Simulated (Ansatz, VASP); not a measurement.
# One calculation of GaCo, two programs

File INCAR:

```
SYSTEM = GaCo
PREC     = Accurate       ! precision mode
ENCUT    = 520            ! plane-wave cutoff, eV
EDIFF    = 1E-6           ! SCF threshold, eV
ISMEAR   = 1              ! smearing method
SIGMA    = 0.1834         ! smearing width, eV
LREAL    = .FALSE.        ! projectors in reciprocal space
LASPH    = .TRUE.         ! aspherical terms in the spheres
NELM     = 60             ! most SCF steps
ALGO     = Normal         ! electronic algorithm
ISIF     = 2              ! what is computed and relaxed
LWAVE    = .FALSE.        ! write WAVECAR
LCHARG   = .FALSE.        ! write CHGCAR
GGA      = PE             ! functional
NBANDS   = 18             ! bands
```

File KPOINTS:

```
regular mesh
0
G
  6 6 6
  0 0 0
```

The input POSCAR:

```
GaCo
1.0
    2.9126830000      0.0000000000      0.0000000000
    0.0000000000      2.9126830000      0.0000000000
    0.0000000000      0.0000000000      2.9126830000
Co Ga
1 1
Direct
    0.0000000000      0.0000000000      0.0000000000
    0.5000000000      0.5000000000      0.5000000000
```

Input for Ansatz:

```yaml
crystal:
  lattice:
    - [2.912683, 0.0, 0.0]
    - [0.0, 2.912683, 0.0]
    - [0.0, 0.0, 2.912683]
  atoms:
    - { symbol: Co, position: [0.0, 0.0, 0.0] }
    - { symbol: Ga, position: [0.5, 0.5, 0.5] }
  symmetry: { tolerance: 0.0003 }
kpoints:
  mp_grid: { grid: [6, 6, 6], shift: [0, 0, 0] }
magnetization:
  spin_polarized: false
scf:
  occupations: { method: cold, width: 0.1834 }
hamiltonian:
  pseudopotentials: { kind: paw }
  xc: pbe
basis:
  ecutwfc: 420
output:
  forces: true
  stress: true
  eigenvalues: true
  write_density: true
  write_potential: true
  elf: true
  volumetric_format: npy
```

Alike in both runs: task single point; functional PBE; k mesh 6 × 6 × 6; no spin polarisation.

|  | VASP | Ansatz |
| --- | --- | --- |
| version | VASP 6.6.1 | Ansatz 0.2.0 |
| potentials or method | VASP PAW PBE potentials, release 64 (Co, Ga_d), cutoff 520 eV | PAW plane waves |
| occupations | methfessel-paxton of order 1, width 0.1834 eV | cold, width 0.1834 eV |
| valence electrons in the cell | 22 | 30 |

```csv
,VASP,Ansatz,Ansatz less VASP
gap on the k mesh at the Fermi level (eV),none,none,-
pressure (GPa),-5.3,-5.4,-0.19
```

A gap of «none» marks a metal or a gap that the smearing closes. VASP's potentials hold 22 valence electrons a cell and Ansatz's 30, so a difference there can come from the potentials and not from the codes.
